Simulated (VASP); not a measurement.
A run of VASP 6.6.1 is set up as follows.

Contents of INCAR:

```
SYSTEM = Ti
  PREC = Accurate
  ENCUT = 600
  EDIFF = 1E-6
  ISMEAR = -1
  SIGMA = 0.1
  LREAL = .False.
  LASPH = .True.
  NELM = 80
  ALGO = Normal
  ISIF = 3
  LWAVE = .False.
  LCHARG = .False.
  IBRION = 2
  NSW = 32
  EDIFFG = -0.005
  PSTRESS = 1400.0
```

Contents of KPOINTS:

```
regular mesh
0
Gamma
  14 14 14
  0 0 0
```

POSCAR

```
Ti
1.0
    0.0000000000      2.1437753960      2.1437753960
    2.1437753960      0.0000000000      2.1437753960
    2.1437753960      2.1437753960      0.0000000000
Ti
2
Direct
   -0.1250000000     -0.1250000000     -0.1250000000
    0.1250000000      0.1250000000      0.1250000000
```

Potentials or basis: VASP PAW LDA potentials, release 64 (Ti_sv).

Launch:

```bash
$ cat potpaw_LDA.64/Ti_sv/POTCAR > POTCAR
$ mpirun -np 1 vasp_std > vasp.out
```

Task: What does it give for the space group after relaxing (to 0.05 Å)?

Result: Fd-3m (No. 227).

Task: Estimate the band gap on the k mesh.

Result: Zero (band 12 reaches 16.75 eV, above the bottom of band 13 at 13.89 eV).

Task: What does it give for the relaxed volume?

Result: 10.19 Å³/atom.

The path:
| step | energy change (eV) | largest force (eV/Å) | pressure (GPa) | volume (Å³) |
| --- | --- | --- | --- | --- |
| 1 | 0.0000 | 0.0000 | 163.46 | 19.70 |
| 2 | -2.8487 | 0.0000 | 61.07 | 24.11 |
| 3 | -0.6936 | 0.0000 | 137.86 | 20.44 |
| 4 | -0.6375 | 0.0000 | 139.98 | 20.38 |

Caveat: the cell is relaxed towards a set pressure, so the enthalpy falls and the energy may rise.
